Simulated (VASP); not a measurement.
# HgTe (Coloradoite) (F-43m) in VASP: settings compared, part 2 of 2

VASP 6.6.1.

## 4. Relaxation of cell and atoms, RPBE

This run uses another cell than the first one, of 33.22 Å³/atom, 0.861 times its volume.

INCAR reads:

```
SYSTEM = HgTe
  ALGO = Normal
  EDIFF = 1E-6
  EDIFFG = -0.01
  ENCUT = 600
  GGA = RP
  IBRION = 2
  ISIF = 3
  ISMEAR = -1
  LASPH = .True.
  LCHARG = .False.
  LREAL = .False.
  LWAVE = .False.
  NELM = 60
  NSW = 60
  PREC = Accurate
  SIGMA = 0.05
```

KPOINTS reads:

```
k-points
0
Gamma
  7 7 7
  0 0 0
```

POSCAR reads:

```
HgTe
1.0
    0.0000000000      3.2145000000      3.2145000000
    3.2145000000      0.0000000000      3.2145000000
    3.2145000000      3.2145000000      0.0000000000
Hg Te
1 1
Direct
    0.0000000000      0.0000000000      0.0000000000
    0.7500000000      0.7500000000      0.7500000000
```

Potentials or basis: VASP PAW PBE potentials, release 64 (Hg, Te).

Command:

```bash
$ cat potpaw_PBE.64/Hg/POTCAR potpaw_PBE.64/Te/POTCAR > POTCAR
$ mpirun -np 1 vasp_std > vasp.out
```

OUTCAR:

```text
SYSTEM = HgTe
   EDIFF = 1E-6
   EDIFFG = -0.01
   ENCUT = 600
   GGA = RP
   IBRION = 2
   ISIF = 3
   ISMEAR = -1
   LASPH = .True.
   LREAL = .False.
   NELM = 60
   NSW = 60
   PREC = Accurate

 ion  position               nearest neighbor table
   1  0.000  0.000  0.000-   2 2.78   2 2.78   2 2.78   2 2.78
   2  0.750  0.750  0.750-   1 2.78   1 2.78   1 2.78   1 2.78

  LATTYP: Found a face centered cubic cell.
 ALAT       =     6.4290000000

  Lattice vectors:

 A1 = (   0.0000000000,   3.2145000000,   3.2145000000)
 A2 = (   3.2145000000,   0.0000000000,   3.2145000000)
 A3 = (   3.2145000000,   3.2145000000,   0.0000000000)

Analysis of symmetry for initial positions (statically):
=====================================================================
 Subroutine PRICEL returns:
 Original cell was already a primitive cell.

 Routine SETGRP: Setting up the symmetry group for a
 face centered cubic supercell.
[... 171 lines left out ...]
  in kB       63.7097773     63.7097773     63.7097773     -0.0000000      0.0000000     -0.0000000
  external PRESSURE =      63.7097773 kB  Pullay stress =       0.0000000 kB
[... 59 lines left out ...]
--------------------------------------- Ionic step        3  -------------------------------------------

 number of electron      18.0000000 magnetization

 Free energy of the ion-electron system (eV)
  ---------------------------------------------------
  ext. energy  EPLUGINS =         0.00000000
  ---------------------------------------------------
  free energy    TOTEN  =        -2.96634623 eV

  energy without entropy =       -2.96546020  energy(sigma->0) =       -2.96590322

 E-fermi :   1.9691     XC(G=0):  -7.9005

 val. band max:        1.9149741863   @ k =   0.0000   0.0000   0.0000
 cond. band min:       2.5409246474   @ k =   0.1429   0.0000   0.0000
 fundamental gap:      0.6259504611
 Fermi energy:         1.9691014276

 k-point     1 :       0.0000    0.0000    0.0000
  band No.  band energies     occupation
      1      -9.1762      2.00000
      2      -4.7634      2.00000
      3      -4.7634      2.00000
      4      -4.7634      2.00000
      5      -4.3844      2.00000
      6      -4.3844      2.00000
      7       0.9849      2.00000
      8       1.9150      1.49395
      9       1.9150      1.49395
     10       1.9150      1.49395
     11       6.4104      0.00000
     12       6.4104      0.00000
     13       6.4104      0.00000
[... 331 lines left out ...]
  FREE ENERGIE OF THE ION-ELECTRON SYSTEM (eV)
  ---------------------------------------------------
  free  energy   TOTEN  =        -2.9663462321 eV

  energy  without entropy=       -2.9654602048  energy(sigma->0) =       -2.96590322

 reached required accuracy - stopping structural energy minimisation
```

OSZICAR:

```text
N       E                     dE             d eps       ncg     rms          rms(c)
DAV:   1     0.117193725993E+03    0.11719E+03   -0.89069E+03   520   0.135E+03
DAV:   2     0.188943111745E+01   -0.11530E+03   -0.10924E+03   550   0.282E+02
DAV:   3    -0.292249885222E+01   -0.48119E+01   -0.47821E+01   650   0.600E+01
[... 29 lines left out ...]
DAV:   5    -0.296628175486E+01    0.14500E-03   -0.10487E-03   530   0.392E-01    0.151E-01
DAV:   6    -0.296634531249E+01   -0.63558E-04   -0.24199E-04   580   0.168E-01    0.625E-02
DAV:   7    -0.296633912243E+01    0.61901E-05   -0.17583E-05   550   0.503E-02    0.135E-02
DAV:   8    -0.296634555636E+01   -0.64339E-05   -0.10862E-05   570   0.247E-02    0.429E-03
DAV:   9    -0.296634623213E+01   -0.67577E-06   -0.67017E-07   485   0.771E-03
   3 F= -.29663462E+01 E0= -.29659032E+01  d E =-.184065E+00
```

Wall time 45 s (1 thread of Intel Xeon Platinum 8259CL at 2.50GHz (Skylake/Cascade Lake), shared host); peak memory 0.22 GiB.

What came out:

* Free energy: -2.9663 eV
* Relaxed volume: 38.56 Å³/atom
* Relaxed cell: a = 4.778 Å, b = 4.778 Å, c = 4.778 Å, α = 60.00°, β = 60.00°, γ = 60.00°
* Space group after relaxing (to 0.05 Å): F-43m (No. 216)
* Energy gained by relaxing: 92.0 meV/atom
* Ionic steps: 3
* Pressure after relaxing: 0.0 GPa
* Band gap on the k mesh: zero (filled and empty bands touch)

Step by step:
```tsv
step	energy change (eV)	largest force (eV/Å)	pressure (GPa)	volume (Å³)
1	0.0000	0.0000	6.37	66.43
2	-0.1761	0.0000	-0.90	79.96
3	-0.1841	0.0000	0.04	77.12
```

Final structure:
```
Hg Te
1.0
     0.00000    3.37846    3.37846
     3.37846    0.00000    3.37846
     3.37846    3.37846    0.00000
Hg Te
1 1
Direct
  0.00000 0.00000 0.00000
  0.75000 0.75000 0.75000
```

Caveat: the volume moved by over 15 % at a fixed basis, so the end points are rough; the PAW data sets were made with another functional, which shifts forces and pressure a little; spin-orbit coupling is left out, which moves the levels of the heavy elements; the volume moved by +16 % from the deposited cell, more than functionals usually miss. Zero-point motion and thermal expansion aren't in these numbers.

## 5. The runs side by side

```tsv
task	level	cell	cutoff (eV)	gap on the mesh (eV)	pressure (GPa)
single point	RPBE	a = 4.779 Å, angles 60.0°, 2 atoms	520	none	0.0
single point	BLYP	a = 4.834 Å, angles 60.0°, 2 atoms	520	none	0.1
relaxation of cell and atoms	RPBE	relaxed from a = 4.546 Å, angles 60.0°, 2 atoms	600	none	0.0
```

Alike in all rows: potentials or basis VASP PAW PBE potentials, release 64 (Hg, Te); no spin polarisation; k mesh 7 × 7 × 7; smearing fermi-dirac 0.05 eV.

Caveats: the PAW data sets were made with another functional, which shifts forces and pressure a little; spin-orbit coupling is left out, which moves the levels of the heavy elements; the volume moved by over 15 % at a fixed basis, so the end points are rough (some runs); the volume moved by +16 % from the deposited cell, more than functionals usually miss (some runs).

Total energies depend on the potentials used, so only differences within one code and one set of settings carry meaning.
